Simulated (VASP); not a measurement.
# K in VASP: relaxation of cell and atoms with PBEsol

Aim: the relaxation of cell and atoms of K with PBEsol.

All numbers are computed with VASP 6.6.1; they aren't measurements. Logs are shortened: lines on timing, memory, paths and dates and some standing lists are left out, and cuts for length are marked.

## Step 1: The cell of the first run

The typed cell holds 5 atoms: a = 6.029 Å, b = 6.029 Å, c = 11.145 Å, α = 90.00°, β = 90.00°, γ = 90.00°.

## Step 2: Relaxation of cell and atoms, PBEsol

File INCAR:

```
SYSTEM = K
PREC = Accurate ; ENCUT = 600
EDIFF = 1E-6 ; ISMEAR = 0
SIGMA = 0.1 ; LREAL = .FALSE.
LASPH = .TRUE. ; NELM = 80
ALGO = Fast ; ISIF = 3
LWAVE = .FALSE. ; LCHARG = .FALSE.
GGA = PS ; IBRION = 2
NSW = 100 ; EDIFFG = -0.01
```

File KPOINTS:

```
regular mesh
0
G
  6 6 4
  0 0 0
```

File POSCAR:

```
K
1.0
    4.2630931495     -4.2627835943      0.0000000000
    4.2630931495      4.2627835943      0.0000000000
    0.0000000000      0.0000000000     11.1449163714
K
5
Direct
    0.5000000000      0.0000000000      0.3092016266
    0.0000000000      0.5000000000      0.6907983734
    0.0000000000      0.5000000000      0.3092016266
    0.5000000000      0.0000000000      0.6907983734
    0.0000000000      0.0000000000      0.0000000000
```

Potentials or basis: VASP PAW PBE potentials, release 64 (K_sv).

The run is started by

```sh
$ cat potpaw_PBE.64/K_sv/POTCAR > POTCAR
$ mpirun -np 1 vasp_std > vasp.out
```

OUTCAR:

```text
SYSTEM = K
   PREC = Accurate
   ENCUT = 600
   EDIFF = 1E-6
   ISMEAR = 0
   LREAL = .FALSE.
   LASPH = .TRUE.
   NELM = 80
   ISIF = 3
   GGA = PS
   IBRION = 2
   NSW = 100
   EDIFFG = -0.01

 ion  position               nearest neighbor table
   1  0.500  0.000  0.309-
   2  0.000  0.500  0.691-
   3  0.000  0.500  0.309-
   4  0.500  0.000  0.691-
   5  0.000  0.000  0.000-

  LATTYP: Found a base centered orthorhombic cell.
 ALAT       =     8.5255671886
 B/A-ratio  =     1.0000726181
 C/A-ratio  =     1.3072345951

  Lattice vectors:

 A1 = (  -4.2630931495,  -4.2627835943,   0.0000000000)
 A2 = (   4.2630931495,  -4.2627835943,   0.0000000000)
 A3 = (   0.0000000000,   0.0000000000,  11.1449163714)

Analysis of symmetry for initial positions (statically):
=====================================================================
 Subroutine PRICEL returns:
 Original cell was already a primitive cell.

 Routine SETGRP: Setting up the symmetry group for a
 base centered orthorhombic supercell.

 Subroutine GETGRP returns: Found  8 space group operations
 (whereof  8 operations were pure point group operations)
 out of a pool of  8 trial point group operations.

The static configuration has the point symmetry D_2h.

Analysis of symmetry for dynamics (positions and initial velocities):
=====================================================================
 Subroutine PRICEL returns:
 Original cell was already a primitive cell.

 Routine SETGRP: Setting up the symmetry group for a
 base centered orthorhombic supercell.

 Subroutine GETGRP returns: Found  8 space group operations
 (whereof  8 operations were pure point group operations)
 out of a pool of  8 trial point group operations.

The dynamic configuration has the point symmetry D_2h.

 Subroutine INISYM returns: Found  8 space group operations
 (whereof  8 operations are pure point group operations),
 and found     1 'primitive' translations

----------------------------------------------------------------------------------------

                                     Primitive cell

  volume of cell :     405.0652

  direct lattice vectors                    reciprocal lattice vectors
     4.263093150 -4.262783594  0.000000000     0.117285732 -0.117294249  0.000000000
     4.263093150  4.262783594  0.000000000     0.117285732  0.117294249  0.000000000
     0.000000000  0.000000000 11.144916371     0.000000000  0.000000000  0.089727008

  length of vectors
     6.028705265  6.028705265 11.144916371     0.165873095  0.165873095  0.089727008

  position of ions in fractional coordinates (direct lattice)
     0.500000000  1.000000000  0.309201627
     1.000000000  0.500000000  0.690798373
     1.000000000  0.500000000  0.309201627
     0.500000000  1.000000000  0.690798373
     0.000000000  0.000000000  0.000000000

  ion indices of the primitive-cell ions
   primitive index   ion index
                 1           1
                 2           2
                 3           3
                 4           4
                 5           5

----------------------------------------------------------------------------------------

 KPOINTS: regular mesh

Automatic generation of k-mesh.
 Grid dimensions read from file:
 generate k-points for:    6    6    4

 Generating k-lattice:

  Cartesian coordinates                     Fractional coordinates (reciprocal lattice)
     0.019547622 -0.019549041  0.000000000     0.166666667 -0.000000000  0.000000000
     0.019547622  0.019549041  0.000000000    -0.000000000  0.166666667  0.000000000
     0.000000000  0.000000000  0.022431752     0.000000000  0.000000000  0.250000000

  Length of vectors
     0.027645516  0.027645516  0.022431752

  Shift w.r.t. Gamma in fractional coordinates (k-lattice)
     0.000000000  0.000000000  0.000000000

 Subroutine IBZKPT returns following result:
 ===========================================

 Found     39 irreducible k-points:

 Following reciprocal coordinates:
            Coordinates               Weight
  0.000000  0.000000  0.000000      1.000000
  0.166667  0.000000  0.000000      4.000000
  0.333333  0.000000  0.000000      4.000000
  0.500000 -0.000000  0.000000      2.000000
  0.166667  0.166667  0.000000      2.000000
  0.333333  0.166667  0.000000      4.000000
[... 16 lines left out ...]
  0.333333  0.333333  0.250000      4.000000
  0.500000  0.333333  0.250000      8.000000
 [... further k-points ...]
   k-points           NKPTS =     39   k-points in BZ     NKDIM =     39   number of bands    NBANDS=     27
   number of dos      NEDOS =    301   number of ions     NIONS =      5
   total plane-waves  NPLWV = 207360
   dimension x,y,z NGX =    48 NGY =   48 NGZ =   90
   dimension x,y,z NGXF=    96 NGYF=   96 NGZF=  180
   ions per type =               5
   NGX,Y,Z   is equivalent  to a cutoff of  13.24, 13.24, 13.43 a.u.
   NGXF,Y,Z  is equivalent  to a cutoff of  26.47, 26.47, 26.85 a.u.
 SYSTEM =  K
   PREC   = accura    normal or accurate (medium, high low for compatibility)
   ISTART =      0    job   : 0-new  1-cont  2-samecut
   ICHARG =      2    charge: 1-file 2-atom 10-const
   ISPIN  =      1    spin polarized calculation?
   LNONCOLLINEAR =      F non collinear calculations
   LSORBIT =      F    spin-orbit coupling
   LASPH  =      T    aspherical Exc in radial PAW
   ENCUT  =  600.0 eV  44.10 Ry    6.64 a.u.  12.04 12.04 22.26*2*pi/ulx,y,z
   NELM   =     80;   NELMIN=  2; NELMDL= -5     # of ELM steps
   EDIFF  = 0.1E-05   stopping-criterion for ELM
   LREAL  =      F    real-space projection
   EDIFFG = -.1E-01   stopping-criterion for IOM
   NSW    =    100    number of steps for IOM
   IBRION =      2    ionic relax: 0-MD 1-quasi-New 2-CG
   NFREE  =      1    steps in history (QN), initial steepest desc. (CG)
   ISIF   =      3    stress and relaxation
   ISYM   =      2    0-nonsym 1-usesym 2-fastsym
   POTIM  = 0.5000    time-step for ionic-motion
   TEBEG  =    0.0;   TEEND  =   0.0 temperature during run
   PSTRESS=    0.0 pullay stress
   NELECT =      45.0000    total number of electrons
   NUPDOWN=      -1.0000    fix difference up-down
   EMIN   =  10.00;   EMAX   =-10.00  energy-range for DOS
   EFERMI =   0.00;   METHOD = LEGACY
   ISMEAR =     0;   SIGMA  =   0.10  broadening in eV -4-tet -1-fermi 0-gaus
   EFERMI_NEDOS =   21; number of points for ismear=-14 and -15
   IALGO  =     68    algorithm
   IMIX   =      4    mixing-type and parameters
     AMIX     =   0.40;   BMIX     =  1.00
     AMIX_MAG =   1.60;   BMIX_MAG =  1.00
  volume/ion in A,a.u.               =      81.01       546.70
  Fermi-wavevector in a.u.,A,eV,Ry     =   0.786993  1.487201  8.426870  0.619357
  Thomas-Fermi vector in A             =   1.891643
   LORBIT       =      0    0 simple, 1 ext, 2 COOP (PROOUT), +10 PAW based schemes
   GGA     = PS    functional components
   LHFCALC =     F    Hartree Fock is set to
   AEXX    =    0.0000 exact exchange contribution
   IVDW    =     0    specifies the selected vdW correction
   LEPSILON=     F    determine dielectric tensor
   LRPA    =     F    only Hartree local field effects (RPA)
 conjugate gradient relaxation of ions
 non-spin polarized calculation
 RMM-DIIS sequential band-by-band and
 Gauss-broadening in eV      SIGMA  =   0.10
  energy-cutoff  :      600.00
  volume of cell :      405.07
 maximum number of plane-waves:     13592
   NGX = 25   NGY = 25   NGZ = 45

 number of electron      44.9999997 magnetization

 Free energy of the ion-electron system (eV)
  ---------------------------------------------------
  ext. energy  EPLUGINS =         0.00000000
  ---------------------------------------------------
  free energy    TOTEN  =        -5.08933732 eV

  energy without entropy =       -5.06317644  energy(sigma->0) =       -5.07625688

 E-fermi :  -0.3092     XC(G=0):  -5.4295

 val. band max:       -0.3250089968   @ k =   0.5000   0.5000   0.0000
 cond. band min:      -0.2792337513   @ k =   0.5000   0.5000   0.0000
 fundamental gap:      0.0457752454
 Fermi energy:        -0.3091513349

 k-point     1 :       0.0000    0.0000    0.0000
  band No.  band energies     occupation
      1     -32.5156      2.00000
      2     -32.5130      2.00000
      3     -32.5058      2.00000
      4     -32.5034      2.00000
      5     -32.4883      2.00000
      6     -16.0979      2.00000
[... 19 lines left out ...]
     26       1.5793      0.00000
     27       1.7889      0.00000

 k-point     2 :       0.1667    0.0000    0.0000
  band No.  band energies     occupation
      1     -32.5149      2.00000
      2     -32.5123      2.00000
      3     -32.5065      2.00000
      4     -32.5041      2.00000
      5     -32.4883      2.00000
      6     -16.0930      2.00000
[... 19 lines left out ...]
     26       1.2556      0.00000
     27       1.5181      0.00000

 k-point     3 :       0.3333    0.0000    0.0000
  band No.  band energies     occupation
      1     -32.5131      2.00000
      2     -32.5106      2.00000
      3     -32.5082      2.00000
      4     -32.5058      2.00000
      5     -32.4883      2.00000
      6     -16.0868      2.00000
[... 19 lines left out ...]
     26       0.6947      0.00000
     27       1.6830      0.00000

 k-point     4 :       0.5000   -0.0000    0.0000
  band No.  band energies     occupation
      1     -32.5107      2.00000
      2     -32.5106      2.00000
      3     -32.5082      2.00000
      4     -32.5082      2.00000
      5     -32.4883      2.00000
      6     -16.0846      2.00000
[... 19 lines left out ...]
     26       0.1351      0.00000
     27       1.7658      0.00000
[... 516 lines left out ...]
      4     -32.5046      2.00000
      5     -32.4883      2.00000
      6     -16.1004      2.00000
[... 19 lines left out ...]
     26       0.9753      0.00000
     27       1.3297      0.00000

 k-point    23 :       0.3333    0.3333    0.2500
  band No.  band energies     occupation
      1     -32.5118      2.00000
      2     -32.5094      2.00000
      3     -32.5094      2.00000
      4     -32.5070      2.00000
      5     -32.4883      2.00000
      6     -16.1071      2.00000
[... 19 lines left out ...]
     26       0.5229      0.00000
     27       0.6989      0.00000

 k-point    24 :       0.5000    0.3333    0.2500
  band No.  band energies     occupation
      1     -32.5106      2.00000
      2     -32.5106      2.00000
      3     -32.5082      2.00000
      4     -32.5082      2.00000
      5     -32.4883      2.00000
      6     -16.1049      2.00000
[... 19 lines left out ...]
     26       0.5900      0.00000
     27       0.8111      0.00000

 [... further k-points ...]

------------------------ aborting loop because EDIFF is reached ----------------------------------------

  FORCE on cell =-STRESS in cart. coord.  units (eV):
  Direction    XX          YY          ZZ          XY          YZ          ZX
  --------------------------------------------------------------------------------------
  -------------------------------------------------------------------------------------
  Total       -0.0173697     -0.0162527     -0.0018717      0.0000000      0.0000000      0.0000000
  in kB       -0.0687034     -0.0642852     -0.0074031      0.0000000      0.0000000      0.0000000
  external PRESSURE =      -0.0467972 kB  Pullay stress =       0.0000000 kB

 VOLUME and BASIS-vectors are now :
 -----------------------------------------------------------------------------
  energy-cutoff  :      600.00
  volume of cell :      405.07
      direct lattice vectors                 reciprocal lattice vectors
     4.263093150 -4.262783594  0.000000000     0.117285732 -0.117294249  0.000000000
     4.263093150  4.262783594  0.000000000     0.117285732  0.117294249  0.000000000
     0.000000000  0.000000000 11.144916371     0.000000000  0.000000000  0.089727008

 POSITION                                       TOTAL-FORCE (eV/Angst)
 -----------------------------------------------------------------------------------
      2.13155     -2.13139      3.44603        -0.000000      0.000000     -0.000172
      2.13155      2.13139      7.69889         0.000000     -0.000000      0.000172
      2.13155      2.13139      3.44603        -0.000000     -0.000000     -0.000172
      2.13155     -2.13139      7.69889         0.000000      0.000000      0.000172
      0.00000      0.00000      0.00000        -0.000000     -0.000000     -0.000000
 -----------------------------------------------------------------------------------
    total drift:                                0.000000      0.000000     -0.000000

  FREE ENERGIE OF THE ION-ELECTRON SYSTEM (eV)
  ---------------------------------------------------
  free  energy   TOTEN  =        -5.0893373167 eV

  energy  without entropy=       -5.0631764367  energy(sigma->0) =       -5.07625688

 reached required accuracy - stopping structural energy minimisation
```

It took 13 min on 1 thread of Oxide Virtual Turin-like, shared host; peak memory 0.68 GiB.

What came out:

- Free energy: -5.0893 eV
- Pressure after relaxing: 0.0 GPa
- Band gap on the k mesh: zero (an odd number of electrons rules out a gap without spin polarisation)

Final structure:
```
K
1.0
     4.26309   -4.26278    0.00000
     4.26309    4.26278    0.00000
     0.00000    0.00000   11.14492
K
5
Direct
  0.50000 0.00000 0.30920
  0.00000 0.50000 0.69080
  0.00000 0.50000 0.30920
  0.50000 0.00000 0.69080
  0.00000 0.00000 0.00000
```

Caveat: the PAW data sets were made with another functional, which shifts forces and pressure a little.

The gap in the log of VASP goes by the Fermi energy; the results here count the filled bands.